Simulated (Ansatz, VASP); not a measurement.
One calculation of BN, two programs

```
B N
1.0
     0.00000    2.03513    1.43883
     2.03513    0.00000    1.43883
     2.03513    2.03513    0.00000
B N
1 1
Direct
  0.00000 0.00000 0.00000
  0.75000 0.75000 0.75000
```

Alike in both runs: task single point; functional r2SCAN; k mesh 12 × 12 × 12; occupations gaussian, width 0.05 eV; no spin polarisation.

|  | VASP | Ansatz |
| --- | --- | --- |
| version | VASP 6.6.1 | Ansatz 0.2.0 |
| potentials or method | VASP PAW PBE potentials, release 64 (B, N), cutoff 520 eV | scalar-relativistic, plane waves, PAW |
| valence electrons in the cell | 8 | 8 |

VASP gave:

```
gap on the k mesh at the Fermi level (eV)                     : 1.34
least direct gap on the mesh (eV)                             : 6.59
pressure (GPa)                                                : -7.5
traceless stress, the component that is largest in VASP (GPa) : 92.61
```

**Question.** Estimate Ansatz's values.

**Answer.** gap on the k mesh at the Fermi level (eV): 1.35; least direct gap on the mesh (eV): 6.58; pressure (GPa): -8.6; traceless stress, the component that is largest in VASP (GPa): 93.13.

VASP's potentials were made for PBE, not for r2SCAN. With one functional, cell and mesh, what is left measures potentials, basis and numerics.
